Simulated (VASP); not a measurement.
Wanted: the native input for a VASP 6.6.1 run.

```yaml
Task: single point
Functional: r2SCAN
Potentials_or_basis: VASP PAW PBE potentials, release 64 (Na_pv, F)
Cutoff: 520 eV
k_mesh: 8 × 8 × 8
Occupations: gaussian, width 0.01 eV
Spin: no spin polarisation
Dipole_correction: no
Further_INCAR_settings: ALGO = Normal; EDIFF = 1e-06; NBANDS = 14
```

Crystal: NaF.

```xyz
2
Lattice="2.2741 2.2741 0.0000 -2.2741 2.2741 0.0000 0.0000 2.2741 2.3060" Properties=species:S:1:pos:R:3 pbc="T T T"
Na    0.0000    0.0000    0.0000
F     0.0000    2.2741    0.0000
```

This cell differs from its parent crystal: film at in-plane strain -0.01.

The input as run:

POSCAR

```
NaF
1.0
    2.2741008377      2.2741008377      0.0000000000
   -2.2741008377      2.2741008377      0.0000000000
    0.0000000000      2.2741008377      2.3060492409
Na F
1 1
Direct
    0.0000000000      0.0000000000      0.0000000000
    0.5000000000      0.5000000000      0.0000000000
```

INCAR.step1

```
SYSTEM = NaF
PREC = Accurate
ENCUT = 520
ISMEAR = 0
SIGMA = 0.01
LREAL = .FALSE.
LASPH = .TRUE.
NELM = 100
NBANDS = 14
GGA = PE
ALGO = Normal
EDIFF = 1E-4
LWAVE = .TRUE.
LCHARG = .FALSE.
```

INCAR.step2

```
SYSTEM = NaF
PREC = Accurate
ENCUT = 520
EDIFF = 1E-6
ISMEAR = 0
SIGMA = 0.01
LREAL = .FALSE.
LASPH = .TRUE.
NELM = 100
ALGO = Normal
ISIF = 2
LWAVE = .FALSE.
LCHARG = .TRUE.
METAGGA = R2SCAN
LMIXTAU = .TRUE.
LELF = .TRUE.
LVHAR = .TRUE.
NBANDS = 14
ISTART = 1
```

KPOINTS

```
Automatic mesh
0
G
  8 8 8
  0 0 0
```

Potentials or basis: VASP PAW PBE potentials, release 64 (Na_pv, F).

Launch:

```sh
$ cat potpaw_PBE.64/Na_pv/POTCAR potpaw_PBE.64/F/POTCAR > POTCAR
$ cp INCAR.step1 INCAR
$ mpirun -np 1 vasp_std > vasp.out
$ cp INCAR.step2 INCAR
$ mpirun -np 1 vasp_std > vasp.out
```

It gave:

```yaml
Pressure: 0.2 GPa
Band_gap_on_the_k_mesh: 7.42 eV
```

Caveat: the cell differs from its parent crystal (film at in-plane strain -0.01); the PAW data sets were made with another functional, which shifts forces and pressure a little.

Run time: 64 s on 1 thread of AMD EPYC 7R43 64-Core Processor (Zen 3), with other jobs on the host, peak memory 0.11 GiB.
